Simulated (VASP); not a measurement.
Wanted: the native input for a VASP 6.6.1 run.

| Property | Result |
| --- | --- |
| Task | single point |
| Functional | LDA |
| Potentials or basis | VASP PAW LDA potentials, release 64 (Mg) |
| Cutoff | 520 eV |
| k mesh | 6 × 6 × 4 |
| Occupations | gaussian, width 0.1 eV |
| Spin | no spin polarisation |
| Dipole correction | no |
| Further INCAR settings | ALGO = Fast; EDIFF = 1e-06; NBANDS = 9 |

The structure of Mg lies in POSCAR:

```
Mg
1.0
    3.2093000000      0.0000000000      0.0000000000
   -1.6046500000      2.7793353300      0.0000000000
    0.0000000000      0.0000000000      5.2103000000
Mg
2
Direct
    0.3333333300      0.6666666700      0.2500000000
    0.6666666700      0.3333333300      0.7500000000
```

These files were run (other wordings do the same):

INCAR

```
PREC = Accurate ; ENCUT = 520
EDIFF = 1E-6 ; ISMEAR = 0
SIGMA = 0.1 ; LREAL = F
LASPH = T ; NELM = 80
ALGO = Fast ; ISIF = 2
LWAVE = F ; LCHARG = F
NBANDS = 9
```

KPOINTS

```
regular mesh
0
Gamma
  6 6 4
```

Potentials or basis: VASP PAW LDA potentials, release 64 (Mg).

Command:

```bash
$ cat potpaw_LDA.64/Mg/POTCAR > POTCAR
$ mpirun -np 1 vasp_std > vasp.out
```

Results of the run:

```json
{"Pressure": "-2.8 GPa", "Band gap on the k mesh": "zero (band 2 reaches 2.76 eV, above the bottom of band 3 at 1.13 eV)"}
```

Caveat: the k points lie up to 0.38 Å⁻¹ apart.

Wall time 2.4 s on 1 thread of Intel(R) Xeon(R) 6975P-C (Granite Rapids), on a shared host, peak memory 0.13 GiB.
